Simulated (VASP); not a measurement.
The system is NaGeO3.

```
Na Ge O
1.0
     3.76476    0.00000    0.00000
     0.00000    3.76476    0.00000
     0.00000    0.00000    3.76476
Na Ge O
1 1 3
Cartesian
  0.0000 0.0000 0.0000
  1.8824 1.8824 1.8824
  1.8824 1.8824 0.0000
  1.8824 0.0000 1.8824
  0.0000 1.8824 1.8824
```

* Program: VASP 6.6.1
* Task: relaxation of volume and atoms at fixed shape
* Functional: LDA
* Potentials or basis: VASP PAW LDA potentials, release 64 (Na_pv, Ge_d, O)
* Cutoff: 600 eV
* k mesh: 6 × 6 × 6
* Occupations: fermi-dirac, width 0.02 eV
* Spin: no spin polarisation

At the start: pressure -9.4 GPa; volume 10.67 Å³/atom.

Q: How do energy, volume and symmetry change on relaxing?

A: Over 3 steps the energy falls by 19.0 meV/atom and the volume is 10.06 Å³/atom (-5.7 %); space group Pm-3m (No. 221, to 0.1 Å) before and after.

Step by step:
```tsv
step	energy change (eV)	largest force (eV/Å)	pressure (GPa)	volume (Å³)
1	0.0000	0.0000	-9.38	53.36
2	-0.0635	0.0000	6.43	48.68
3	-0.0948	0.0000	-0.01	50.30
```

Final structure:
```
Na Ge O
1.0
     3.69137    0.00000    0.00000
     0.00000    3.69137    0.00000
     0.00000    0.00000    3.69137
Na Ge O
1 1 3
Direct
  0.00000 0.00000 0.00000
  0.50000 0.50000 0.50000
  0.50000 0.50000 0.00000
  0.50000 0.00000 0.50000
  0.00000 0.50000 0.50000
```

Caveat: an odd number of electrons without spin polarisation forces a metal; a magnetic or distorted state may lie lower.
